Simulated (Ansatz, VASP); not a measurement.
## Mo: VASP beside Ansatz

INCAR

```
SYSTEM = Mo
PREC     = Accurate       ! precision mode
ENCUT    = 520            ! plane-wave cutoff, eV
EDIFF    = 1E-6           ! SCF threshold, eV
ISMEAR   = -1             ! smearing method
SIGMA    = 0.05           ! smearing width, eV
LREAL    = .False.        ! projectors in reciprocal space
LASPH    = .True.         ! aspherical terms in the spheres
NELM     = 100            ! most SCF steps
ALGO     = Normal         ! electronic algorithm
ISIF     = 2              ! what is computed and relaxed
LWAVE    = .False.        ! write WAVECAR
LCHARG   = .True.         ! write CHGCAR
GGA      = CA             ! functional
LELF     = .True.         ! ELF
LVHAR    = .True.       
NBANDS   = 21             ! bands
```

KPOINTS

```
Automatic mesh
0
Gamma
  12 12 7
  0 0 0
```

The input POSCAR:

```
Mo
1.0
    2.8252342238      0.0000000000      0.0000000000
   -1.4126171119      2.4467246095      0.0000000000
    0.0000000000      0.0000000000      4.5768794426
Mo
2
Direct
    0.3666666667      0.6833333333      0.2750000000
    0.6333333333      0.3166666667      0.7250000000
```

Input for Ansatz:

```yaml
crystal:
  lattice:
    - [2.8252342238, 0.0, 0.0]
    - [-1.4126171119, 2.4467246095, 0.0]
    - [0.0, 0.0, 4.5768794426]
  atoms:
    - { symbol: Mo, position: [0.3666666667, 0.6833333333, 0.275] }
    - { symbol: Mo, position: [0.6333333333, 0.3166666667, 0.725] }
kpoints:
  mp_grid: { grid: [12, 12, 7] }
scf:
  occupations: { method: fermi_dirac, width: 0.05 }
hamiltonian:
  xc: lda
  pseudopotentials: { kind: all_electron, lapw: { basis_error: 0.001 } }
output:
  forces: true
  stress: true
  eigenvalues: true
  populations: true
```

Change from the starting cell: shortest bond scaled by 1.1, LAPW.

Alike in both runs: task single point; functional LDA; k mesh 12 × 12 × 7; occupations fermi-dirac, width 0.05 eV; no spin polarisation.

|  | VASP | Ansatz |
| --- | --- | --- |
| version | VASP 6.6.1 | Ansatz 0.2.0 |
| potentials or method | VASP PAW LDA potentials, release 64 (Mo_sv), cutoff 520 eV | all-electron LAPW, scalar-relativistic |

|  | VASP | Ansatz | Ansatz less VASP |
| --- | --- | --- | --- |
| pressure (GPa) | -3.4 | -4.3 | -0.97 |
| traceless stress, the component that is largest in VASP (GPa) | -5.69 | -5.67 | +0.022 |
| rms of the force components (eV/Å) | 0.975 | 0.955 | -0.0206 |

LDA's correlation is that of Perdew and Zunger in VASP and of Perdew and Wang (1992) in Ansatz. Atom by atom the forces differ by 0.024 eV/Å (rms over components). Ansatz ran all-electron here, and VASP with PAW potentials.
